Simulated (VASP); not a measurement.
Here is a VASP 6.6.1 calculation.

File INCAR:

```
ALGO = Normal
EDIFF = 1E-6
ENCUT = 520
GGA = RE
ISIF = 2
ISMEAR = -1
LASPH = True
LCHARG = False
LREAL = False
LWAVE = False
NBANDS = 14
NELM = 100
PREC = Accurate
SIGMA = 0.05
```

File KPOINTS:

```
k-points
0
Gamma
  8 8 8
```

POSCAR

```
NaCl
1.0
    0.0000000000      2.7940632177      2.7940632177
    2.7940632177      0.0000000000      2.7940632177
    2.7940632177      2.7940632177      0.0000000000
Cl Na
1 1
Direct
    0.5000000000      0.5000000000      0.5000000000
    0.0000000000      0.0000000000      0.0000000000
```

Potentials or basis: VASP PAW PBE potentials, release 64 (Cl, Na_pv).

Launch:

```sh
$ cat potpaw_PBE.64/Cl/POTCAR potpaw_PBE.64/Na_pv/POTCAR > POTCAR
$ mpirun -np 1 vasp_std > vasp.out
```

Task: Estimate the pressure.

Result: 3.2 GPa.

Task: Estimate the band gap on the k mesh.

Result: 5.49 eV, direct.

Caveat: the PAW data sets were made with another functional, which shifts forces and pressure a little. As with any semilocal functional, this revPBE gap is likely too small.
